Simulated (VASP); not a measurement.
# BaTiO3 (P4/mmm) in VASP: notebook, part 2 of 3

VASP 6.6.1.

### Step 3. Single point, PBE (uniaxial strain along a: +1.0 %, then relaxed in part)

Input file INCAR:

```
SYSTEM = BaTiO3
ALGO = Normal
EDIFF = 1E-6
ENCUT = 520
GGA = PE
ISIF = 2
ISMEAR = 0
LASPH = .TRUE.
LCHARG = .FALSE.
LREAL = .FALSE.
LWAVE = .FALSE.
NBANDS = 28
NELM = 80
PREC = Accurate
SIGMA = 0.02
```

Input file KPOINTS:

```
k-points
0
G
  8 8 8
  0 0 0
```

Input file POSCAR:

```
BaTiO3
1.0
    4.0594434426      0.0000000000      0.0000000000
    0.0000000000      4.0087909230      0.0000000000
    0.0000000000      0.0000000000      4.0087909230
Ba Ti O
1 1 3
Direct
    0.5000000000      0.5000000000      0.5000000000
    0.0000000000      0.0000000000      0.0000000000
    0.5000000000      0.0000000000      0.0000000000
    0.0000000000      0.5000000000      0.0000000000
    0.0000000000      0.0000000000      0.5000000000
```

Potentials or basis: VASP PAW PBE potentials, release 64 (Ba_sv, Ti_sv, O).

Command:

```sh
> cat potpaw_PBE.64/Ba_sv/POTCAR potpaw_PBE.64/Ti_sv/POTCAR potpaw_PBE.64/O/POTCAR > POTCAR
> mpirun -np 1 vasp_std > vasp.out
```

OUTCAR:

```text
SYSTEM = BaTiO3
   EDIFF = 1E-6
   ENCUT = 520
   GGA = PE
   ISIF = 2
   ISMEAR = 0
   LASPH = .TRUE.
   LREAL = .FALSE.
   NELM = 80
   PREC = Accurate

 ion  position               nearest neighbor table
   1  0.500  0.500  0.500-   3 2.83   3 2.83   3 2.83   3 2.83   4 2.85   5 2.85   5 2.85   4 2.85
                             4 2.85   5 2.85   4 2.85   5 2.85   2 3.49   2 3.49   2 3.49   2 3.49
   2  0.000  0.000  0.000-   4 2.00   5 2.00   5 2.00   4 2.00   3 2.03   3 2.03   1 3.49   1 3.49
                             1 3.49   1 3.49   1 3.49   1 3.49   1 3.49   1 3.49
   3  0.500  0.000  0.000-   2 2.03   2 2.03   1 2.83   1 2.83   1 2.83   1 2.83
   4  0.000  0.500  0.000-   2 2.00   2 2.00   1 2.85   1 2.85   1 2.85   1 2.85
   5  0.000  0.000  0.500-   2 2.00   2 2.00   1 2.85   1 2.85   1 2.85   1 2.85

  LATTYP: Found a simple tetragonal cell.
 ALAT       =     4.0087909230
 C/A-ratio  =     1.0126353608

  Lattice vectors:

 A1 = (   0.0000000000,   4.0087909230,   0.0000000000)
 A2 = (   0.0000000000,   0.0000000000,   4.0087909230)
 A3 = (   4.0594434426,   0.0000000000,   0.0000000000)

Analysis of symmetry for initial positions (statically):
=====================================================================
 Subroutine PRICEL returns:
 Original cell was already a primitive cell.

 Routine SETGRP: Setting up the symmetry group for a
 simple tetragonal supercell.

 Subroutine GETGRP returns: Found 16 space group operations
 (whereof 16 operations were pure point group operations)
 out of a pool of 16 trial point group operations.

The static configuration has the point symmetry D_4h.

Analysis of symmetry for dynamics (positions and initial velocities):
=====================================================================
 Subroutine PRICEL returns:
 Original cell was already a primitive cell.

 Routine SETGRP: Setting up the symmetry group for a
 simple tetragonal supercell.

 Subroutine GETGRP returns: Found 16 space group operations
 (whereof 16 operations were pure point group operations)
 out of a pool of 16 trial point group operations.

The dynamic configuration has the point symmetry D_4h.

 Subroutine INISYM returns: Found 16 space group operations
 (whereof 16 operations are pure point group operations),
 and found     1 'primitive' translations

----------------------------------------------------------------------------------------

                                     Primitive cell

  volume of cell :      65.2369

  direct lattice vectors                    reciprocal lattice vectors
     4.059443443  0.000000000  0.000000000     0.246339188  0.000000000  0.000000000
     0.000000000  4.008790923  0.000000000     0.000000000  0.249451772  0.000000000
     0.000000000  0.000000000  4.008790923     0.000000000  0.000000000  0.249451772

  length of vectors
     4.059443443  4.008790923  4.008790923     0.246339188  0.249451772  0.249451772

  position of ions in fractional coordinates (direct lattice)
     0.500000000  0.500000000  0.500000000
     0.000000000  0.000000000  0.000000000
     0.500000000  0.000000000  0.000000000
     0.000000000  0.500000000  0.000000000
     0.000000000  0.000000000  0.500000000

[... 24 lines left out ...]
     0.030792398  0.031181472  0.031181472

  Shift w.r.t. Gamma in fractional coordinates (k-lattice)
     0.000000000  0.000000000  0.000000000

 Subroutine IBZKPT returns following result:
 ===========================================

 Found     75 irreducible k-points:

 Following reciprocal coordinates:
            Coordinates               Weight
  0.000000  0.000000  0.000000      1.000000
  0.125000  0.000000  0.000000      2.000000
  0.250000  0.000000  0.000000      2.000000
  0.375000  0.000000  0.000000      2.000000
  0.500000  0.000000  0.000000      1.000000
  0.000000  0.125000  0.000000      4.000000
[... 16 lines left out ...]
  0.250000  0.500000  0.000000      4.000000
  0.375000  0.500000  0.000000      4.000000
 [... further k-points ...]
   k-points           NKPTS =     75   k-points in BZ     NKDIM =     75   number of bands    NBANDS=     28
   number of dos      NEDOS =    301   number of ions     NIONS =      5
   total plane-waves  NPLWV =  27000
   dimension x,y,z NGX =    30 NGY =   30 NGZ =   30
   dimension x,y,z NGXF=    60 NGYF=   60 NGZF=   60
   ions per type =               1   1   3
   NGX,Y,Z   is equivalent  to a cutoff of  12.29, 12.44, 12.44 a.u.
   NGXF,Y,Z  is equivalent  to a cutoff of  24.57, 24.88, 24.88 a.u.
 SYSTEM =  BaTiO3
   PREC   = accura    normal or accurate (medium, high low for compatibility)
   ISTART =      0    job   : 0-new  1-cont  2-samecut
   ICHARG =      2    charge: 1-file 2-atom 10-const
   ISPIN  =      1    spin polarized calculation?
   LNONCOLLINEAR =      F non collinear calculations
   LSORBIT =      F    spin-orbit coupling
   LASPH  =      T    aspherical Exc in radial PAW
   ENCUT  =  520.0 eV  38.22 Ry    6.18 a.u.   7.55  7.45  7.45*2*pi/ulx,y,z
   NELM   =     80;   NELMIN=  2; NELMDL= -5     # of ELM steps
   EDIFF  = 0.1E-05   stopping-criterion for ELM
   LREAL  =      F    real-space projection
   EDIFFG = 0.1E-04   stopping-criterion for IOM
   NSW    =      0    number of steps for IOM
   IBRION =     -1    ionic relax: 0-MD 1-quasi-New 2-CG
   NFREE  =      0    steps in history (QN), initial steepest desc. (CG)
   ISIF   =      2    stress and relaxation
   ISYM   =      2    0-nonsym 1-usesym 2-fastsym
   POTIM  = 0.5000    time-step for ionic-motion
   TEBEG  =    0.0;   TEEND  =   0.0 temperature during run
   PSTRESS=    0.0 pullay stress
   NELECT =      40.0000    total number of electrons
   NUPDOWN=      -1.0000    fix difference up-down
   EMIN   =  10.00;   EMAX   =-10.00  energy-range for DOS
   EFERMI =   0.00;   METHOD = LEGACY
   ISMEAR =     0;   SIGMA  =   0.02  broadening in eV -4-tet -1-fermi 0-gaus
   EFERMI_NEDOS =   21; number of points for ismear=-14 and -15
   IALGO  =     38    algorithm
   IMIX   =      4    mixing-type and parameters
     AMIX     =   0.40;   BMIX     =  1.00
     AMIX_MAG =   1.60;   BMIX_MAG =  1.00
  volume/ion in A,a.u.               =      13.05        88.05
  Fermi-wavevector in a.u.,A,eV,Ry     =   1.390797  2.628225 26.317969  1.934316
  Thomas-Fermi vector in A             =   2.514698
   LORBIT       =      0    0 simple, 1 ext, 2 COOP (PROOUT), +10 PAW based schemes
   GGA     = PE    functional components
   LHFCALC =     F    Hartree Fock is set to
   AEXX    =    0.0000 exact exchange contribution
   IVDW    =     0    specifies the selected vdW correction
   LEPSILON=     F    determine dielectric tensor
   LRPA    =     F    only Hartree local field effects (RPA)
 non-spin polarized calculation
 Gauss-broadening in eV      SIGMA  =   0.02
  energy-cutoff  :      520.00
  volume of cell :       65.24
 maximum number of plane-waves:      1779
   NGX = 15   NGY = 15   NGZ = 15

 number of electron      39.9999978 magnetization

 Free energy of the ion-electron system (eV)
  ---------------------------------------------------
  ext. energy  EPLUGINS =         0.00000000
  ---------------------------------------------------
  free energy    TOTEN  =       -39.98074771 eV

  energy without entropy =      -39.98074771  energy(sigma->0) =      -39.98074771

 E-fermi :   3.9014     XC(G=0): -11.1693

 val. band max:        3.7184735715   @ k =   0.5000   0.5000   0.5000
 cond. band min:       5.4048882633   @ k =   0.0000   0.0000   0.0000
 fundamental gap:      1.6864146919
 Fermi energy:         3.9013876996

 k-point     1 :       0.0000    0.0000    0.0000
  band No.  band energies     occupation
      1     -53.0078      2.00000
      2     -29.2108      2.00000
      3     -29.2108      2.00000
      4     -29.2078      2.00000
      5     -21.1532      2.00000
      6     -13.1565      2.00000
[... 733 lines left out ...]
     27      11.6132      0.00000
     28      13.1838      0.00000

 [... further k-points ...]
[... 5 lines left out ...]
  --------------------------------------------------------------------------------------
  -------------------------------------------------------------------------------------
  Total       -0.2113443      0.7007861      0.7007861      0.0000000      0.0000000      0.0000000
  in kB       -5.1904827     17.2108663     17.2108663      0.0000000      0.0000000      0.0000000
  external PRESSURE =       9.7437500 kB  Pullay stress =       0.0000000 kB

 VOLUME and BASIS-vectors are now :
 -----------------------------------------------------------------------------
  energy-cutoff  :      520.00
  volume of cell :       65.24
      direct lattice vectors                 reciprocal lattice vectors
     4.059443443  0.000000000  0.000000000     0.246339188  0.000000000  0.000000000
     0.000000000  4.008790923  0.000000000     0.000000000  0.249451772  0.000000000
     0.000000000  0.000000000  4.008790923     0.000000000  0.000000000  0.249451772

 POSITION                                       TOTAL-FORCE (eV/Angst)
 -----------------------------------------------------------------------------------
      2.02972      2.00440      2.00440         0.000000      0.000000      0.000000
      0.00000      0.00000      0.00000         0.000000      0.000000      0.000000
      2.02972      0.00000      0.00000         0.000000      0.000000      0.000000
      0.00000      2.00440      0.00000         0.000000      0.000000      0.000000
      0.00000      0.00000      2.00440         0.000000      0.000000      0.000000
 -----------------------------------------------------------------------------------
    total drift:                                0.000000     -0.000000      0.000000

  FREE ENERGIE OF THE ION-ELECTRON SYSTEM (eV)
  ---------------------------------------------------
  free  energy   TOTEN  =       -39.9807477110 eV

  energy  without entropy=      -39.9807477110  energy(sigma->0) =      -39.98074771
```

OSZICAR:

```text
N       E                     dE             d eps       ncg     rms          rms(c)
DAV:   1     0.424095209165E+03    0.42410E+03   -0.20346E+04  4200   0.151E+03
DAV:   2    -0.956255066293E+01   -0.43366E+03   -0.41305E+03  4916   0.412E+02
DAV:   3    -0.490640657715E+02   -0.39502E+02   -0.39146E+02  4860   0.131E+02
DAV:   4    -0.510325984135E+02   -0.19685E+01   -0.19648E+01  6648   0.257E+01
DAV:   5    -0.510677573732E+02   -0.35159E-01   -0.35149E-01  5292   0.329E+00    0.225E+01
DAV:   6    -0.402247883865E+02    0.10843E+02   -0.58335E+01  5876   0.652E+01    0.986E+00
DAV:   7    -0.401600937980E+02    0.64695E-01   -0.10345E+01  5540   0.230E+01    0.645E+00
DAV:   8    -0.399782937647E+02    0.18180E+00   -0.63807E-01  5212   0.689E+00    0.344E+00
DAV:   9    -0.400142163038E+02   -0.35923E-01   -0.38747E-01  5932   0.529E+00    0.168E+00
DAV:  10    -0.399855037089E+02    0.28713E-01   -0.19198E-01  4936   0.443E+00    0.576E-01
DAV:  11    -0.399807700861E+02    0.47336E-02   -0.20837E-02  5628   0.939E-01    0.150E-01
DAV:  12    -0.399810222218E+02   -0.25214E-03   -0.23207E-03  5208   0.442E-01    0.141E-01
DAV:  13    -0.399807453101E+02    0.27691E-03   -0.99670E-04  5132   0.325E-01    0.155E-02
DAV:  14    -0.399807469872E+02   -0.16771E-05   -0.33587E-05  5000   0.433E-02    0.148E-02
DAV:  15    -0.399807477110E+02   -0.72376E-06   -0.90439E-06  5084   0.213E-02
   1 F= -.39980748E+02 E0= -.39980748E+02  d E =-.104014E-40
```

stdout:

```text
POSCAR found type information on POSCAR BaTiO
 POSCAR found :  3 types and       5 ions
 scaLAPACK will be used
 LDA part: xc-table for (Slater+PW92), standard interpolation
 POSCAR, INCAR and KPOINTS ok, starting setup
 FFT: planning ... GRIDC
 FFT: planning ... GRID_SOFT
 FFT: planning ... GRID
 WAVECAR not read
 entering main loop
```

Run time: 75 s. Hardware: 1 thread of Intel Xeon 6975P-C (Granite Rapids), shared host; peak memory 0.26 GiB.

Results:

```
Free energy            : -39.9807 eV
Pressure               : 1.0 GPa
Band gap on the k mesh : 1.69 eV, indirect (least direct gap 1.86 eV)
```

Levels at points of the mesh, in eV from the valence-band top:
| k point | band 17 | band 18 | band 19 | band 20 | band 21 | band 22 | band 23 | band 24 |
| --- | --- | --- | --- | --- | --- | --- | --- | --- |
| (0.00, 0.00, 0.00) | -1.07 | -0.19 | -0.17 | -0.17 | 1.69 | 1.69 | 1.71 | 3.72 |
| (0.50, 0.00, 0.00) | -1.73 | -1.73 | -0.72 | -0.72 | 1.85 | 3.31 | 3.31 | 3.82 |
| (0.00, 0.50, 0.00) | -1.87 | -1.87 | -0.74 | -0.73 | 1.84 | 3.41 | 3.42 | 3.75 |
| (0.50, 0.50, 0.00) | -1.75 | -0.94 | -0.93 | -0.12 | 3.32 | 3.43 | 3.78 | 4.64 |
| (0.00, 0.50, 0.50) | -1.74 | -0.83 | -0.83 | -0.08 | 3.42 | 3.42 | 3.84 | 4.52 |
| (0.50, 0.50, 0.50) | -2.39 | -0.02 | -0.02 | 0.00 | 4.02 | 4.02 | 4.07 | 6.61 |

Caveat: the cell differs from its parent crystal (uniaxial strain along a: +1.0 %, then relaxed in part); spin-orbit coupling is left out, which moves the levels of the heavy elements. A k mesh can miss the band edges.

### Step 4. Single point, PBE (uniaxial strain along a: +1.0 %)

Input file INCAR:

```
PREC = Accurate
ENCUT = 520
EDIFF = 1E-6
ISMEAR = 0
SIGMA = 0.02
LREAL = F
LASPH = T
NELM = 60
ALGO = Normal
ISIF = 2
LWAVE = F
LCHARG = F
GGA = PE
NBANDS = 28
```

Input file KPOINTS:

```
regular mesh
0
Gamma
  8 8 8
```

Changes to POSCAR since step 3:

```diff
@@ -3,4 +3,4 @@
     4.0594434426      0.0000000000      0.0000000000
-    0.0000000000      4.0087909230      0.0000000000
-    0.0000000000      0.0000000000      4.0087909230
+    0.0000000000      4.0092028059      0.0000000000
+    0.0000000000      0.0000000000      4.0092028059
 Ba Ti O
```

Potentials or basis: VASP PAW PBE potentials, release 64 (Ba_sv, Ti_sv, O).

Command:

```sh
> cat potpaw_PBE.64/Ba_sv/POTCAR potpaw_PBE.64/Ti_sv/POTCAR potpaw_PBE.64/O/POTCAR > POTCAR
> mpirun -np 1 vasp_std > vasp.out
```

OUTCAR:

```text
PREC = Accurate
   ENCUT = 520
   EDIFF = 1E-6
   ISMEAR = 0
   LREAL = F
   LASPH = T
   NELM = 60
   ISIF = 2
   GGA = PE

 ion  position               nearest neighbor table
   1  0.500  0.500  0.500-   3 2.83   3 2.83   3 2.83   3 2.83   4 2.85   5 2.85   5 2.85   4 2.85
                             4 2.85   5 2.85   4 2.85   5 2.85   2 3.49   2 3.49   2 3.49   2 3.49
   2  0.000  0.000  0.000-   4 2.00   5 2.00   5 2.00   4 2.00   3 2.03   3 2.03   1 3.49   1 3.49
                             1 3.49   1 3.49   1 3.49   1 3.49   1 3.49   1 3.49
   3  0.500  0.000  0.000-   2 2.03   2 2.03   1 2.83   1 2.83   1 2.83   1 2.83
[... 951 lines left out ...]
  -------------------------------------------------------------------------------------
  Total       -0.2220052      0.6814769      0.6814769      0.0000000      0.0000000      0.0000000
  in kB       -5.4511884     16.7332073     16.7332073      0.0000000      0.0000000      0.0000000
  external PRESSURE =       9.3384087 kB  Pullay stress =       0.0000000 kB

 VOLUME and BASIS-vectors are now :
 -----------------------------------------------------------------------------
  energy-cutoff  :      520.00
  volume of cell :       65.25
      direct lattice vectors                 reciprocal lattice vectors
     4.059443443  0.000000000  0.000000000     0.246339188  0.000000000  0.000000000
     0.000000000  4.009202806  0.000000000     0.000000000  0.249426145  0.000000000
     0.000000000  0.000000000  4.009202806     0.000000000  0.000000000  0.249426145

 POSITION                                       TOTAL-FORCE (eV/Angst)
 -----------------------------------------------------------------------------------
      2.02972      2.00460      2.00460         0.000000      0.000000      0.000000
      0.00000      0.00000      0.00000         0.000000      0.000000      0.000000
      2.02972      0.00000      0.00000         0.000000      0.000000      0.000000
      0.00000      2.00460      0.00000         0.000000      0.000000      0.000000
      0.00000      0.00000      2.00460         0.000000      0.000000      0.000000
 -----------------------------------------------------------------------------------
    total drift:                                0.000000     -0.000000      0.000000

  FREE ENERGIE OF THE ION-ELECTRON SYSTEM (eV)
  ---------------------------------------------------
  free  energy   TOTEN  =       -39.9809021608 eV

  energy  without entropy=      -39.9809021608  energy(sigma->0) =      -39.98090216
```

Run time: 82 s. Hardware: 1 thread of Intel Xeon 6975P-C (Granite Rapids), shared host; peak memory 0.26 GiB.

Results:

```yaml
Free_energy: -39.9809 eV
Pressure: 0.9 GPa
Band_gap_on_the_k_mesh: 1.69 eV, indirect (least direct gap 1.86 eV)
```

Caveat: the cell differs from its parent crystal (uniaxial strain along a: +1.0 %); spin-orbit coupling is left out, which moves the levels of the heavy elements.

[end of part 2 of 3]
